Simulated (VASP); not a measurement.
Here is a VASP 6.6.1 calculation.

The input INCAR:

```
SYSTEM = Bi
ALGO = Normal
EDIFF = 1E-6
ENCUT = 520
GGA = PS
ISIF = 2
ISMEAR = -1
LASPH = .True.
LCHARG = .False.
LREAL = .False.
LWAVE = .False.
NBANDS = 22
NELM = 60
PREC = Accurate
SIGMA = 0.08
```

The input KPOINTS:

```
k-points
0
Gamma
  9 9 3
  0 0 0
```

The input POSCAR:

```
Bi
1.0
    4.5390002997      0.0000000000      0.0000000000
   -2.2695001499      3.9308895674      0.0000000000
    0.0000000000      0.0000000000     11.5924200000
Bi
2
Direct
    0.3333333333      0.6666666667      0.2500000000
    0.6666666667      0.3333333333      0.7500000000
```

Potentials or basis: VASP PAW PBE potentials, release 64 (Bi_d).

Launch:

```bash
$ cat potpaw_PBE.64/Bi_d/POTCAR > POTCAR
$ mpirun -np 1 vasp_std > vasp.out
```

(1) Estimate the band gap on the k mesh.

(2) Predict the pressure.

Results:

(1) zero (band 15 reaches 0.34 eV, above the bottom of band 16 at -1.80 eV).

(2) -3.6 GPa.

Caveat: the cell differs from its parent crystal (zz strain of -2 %); the PAW data sets were made with another functional, which shifts forces and pressure a little; spin-orbit coupling is left out, which moves the levels of the heavy elements.
